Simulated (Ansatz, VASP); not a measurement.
# One calculation of B, two programs

```xyz
4
Lattice="2.2431 0.0000 0.0000 0.0000 3.8851 0.0000 0.0000 0.0000 3.5344" Properties=species:S:1:pos:R:3 pbc="T T T"
B     1.5029    3.1858    2.4741
B     0.7402    0.6993    2.4741
B     0.3813    2.6419    1.0603
B     1.8618    1.2432    1.0603
```

Alike in both runs: task single point; functional PBE; k mesh 8 × 4 × 6; occupations gaussian, width 0.1 eV; no spin polarisation.

|  | VASP | Ansatz |
| --- | --- | --- |
| version | VASP 6.6.1 | Ansatz 0.2.0 |
| potentials or method | VASP PAW PBE potentials, release 64 (B), cutoff 520 eV | scalar-relativistic, plane waves, PAW |
| valence electrons in the cell | 12 | 12 |

Ansatz gave:

```
gap on the k mesh at the Fermi level (eV)                     : none
pressure (GPa)                                                : -3.9
traceless stress, the component that is largest in VASP (GPa) : 33.80
rms of the force components (eV/Å)                            : 0.808
```

**Question.** Which values does VASP return?

**Answer.** gap on the k mesh at the Fermi level (eV): none; pressure (GPa): -3.9; traceless stress, the component that is largest in VASP (GPa): 33.88; rms of the force components (eV/Å): 0.817.

Atom by atom the forces differ by 0.009 eV/Å (rms over components). A gap of «none» marks a metal or a gap that the smearing closes. The functional is the same, so the differences come from potentials, cutoffs and numerics.

The k mesh is coarse, so the values compare programs but aren't converged.
